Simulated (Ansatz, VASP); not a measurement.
**ZrPdSe3: VASP beside Ansatz**

```
Zr Pd Se
1.0
     5.18868    0.00000    0.00000
     0.00000    5.18868    0.00000
     0.00000    0.00000    5.18868
Zr Pd Se
1 1 3
Direct
  0.00000 0.00000 0.00000
  0.50000 0.50000 0.50000
  0.50000 0.00000 0.00000
  0.00000 0.50000 0.00000
  0.00000 0.00000 0.50000
```

Change from the starting cell: species swapped into the CuAgF3 type (Pm-3m, No. 221).

Alike in both runs: functional PBE; k mesh 4 × 4 × 4; occupations gaussian, width 0.1 eV; no spin polarisation.

Ansatz relaxed the structure, and its values are those at the end. VASP's run is a single point on that final structure, the one shown.

|  | VASP | Ansatz |
| --- | --- | --- |
| version | VASP 6.6.1 | Ansatz 0.2.0 |
| potentials or method | VASP PAW PBE potentials, release 64 (Zr_sv, Pd, Se), cutoff 520 eV | scalar-relativistic, plane waves, PAW |
| valence electrons in the cell | 40 | 78 |

```tsv
	VASP	Ansatz	Ansatz less VASP
gap on the k mesh at the Fermi level (eV)	none	none	-
pressure (GPa)	-0.1	-0.2	-0.04
```

A gap of «none» marks a metal or a gap that the smearing closes. VASP's potentials hold 40 valence electrons a cell and Ansatz's 78, so a difference there can come from the potentials and not from the codes.
